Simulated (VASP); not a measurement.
Here is a VASP 6.6.1 calculation.

Contents of POSCAR:

```
KZnPF
1.0
    4.1345305377      0.0000000000      0.0000000000
    0.0000000000      4.1345305377      0.0000000000
    0.0000000000      0.0000000000     10.3888940668
K Zn P F
2 2 2 2
Direct
    0.2500000000      0.2500000000      0.3750603705
    0.7500000000      0.7500000000      0.6249396295
    0.2500000000      0.7500000000      0.0000000000
    0.7500000000      0.2500000000      0.0000000000
    0.7500000000      0.7500000000      0.1240716945
    0.2500000000      0.2500000000      0.8759283055
    0.2500000000      0.7500000000      0.5000000000
    0.7500000000      0.2500000000      0.5000000000
```

File INCAR.step1:

```
ALGO = Normal
EDIFF = 1E-4
ENCUT = 520
GGA = PE
ISMEAR = -5
LASPH = True
LCHARG = False
LREAL = False
LWAVE = True
NBANDS = 43
NELM = 80
PREC = Accurate
SIGMA = 0.1
```

File INCAR.step2:

```
ALGO = Normal
EDIFF = 1E-6
ENCUT = 520
ISIF = 2
ISMEAR = -5
ISTART = 1
LASPH = True
LCHARG = False
LMIXTAU = True
LREAL = False
LWAVE = False
METAGGA = R2SCAN
NBANDS = 43
NELM = 80
PREC = Accurate
SIGMA = 0.1
```

KPOINTS

```
k-points
0
Gamma
  4 4 2
```

Potentials or basis: VASP PAW PBE potentials, release 64 (K_sv, Zn, P, F).

Command:

```bash
$ cat potpaw_PBE.64/K_sv/POTCAR potpaw_PBE.64/Zn/POTCAR potpaw_PBE.64/P/POTCAR potpaw_PBE.64/F/POTCAR > POTCAR
$ cp INCAR.step1 INCAR
$ mpirun -np 1 vasp_std > vasp.out
$ cp INCAR.step2 INCAR
$ mpirun -np 1 vasp_std > vasp.out
```

Task: Estimate the largest force.

Result: 0.053 eV/Å.

Task: What does it give for the pressure?

Result: 0.0 GPa.

Task: Estimate the band gap on the k mesh.

Result: Zero (bands 33 and 34 overlap by 0.77 eV).

Forces in eV/Å, atoms in the order of the input:
```
K    0.000  0.000 -0.053
K    0.000  0.000  0.053
Zn   0.000  0.000  0.000
Zn   0.000  0.000  0.000
P    0.000  0.000  0.019
P    0.000  0.000 -0.019
F    0.000  0.000  0.000
F    0.000  0.000  0.000
```

Caveat: the k points lie up to 0.38 Å⁻¹ apart, too coarse for converged energies and pressures of a metal; the PAW data sets were made with another functional, which shifts forces and pressure a little; tetrahedron occupations give inexact forces and stress in metals.
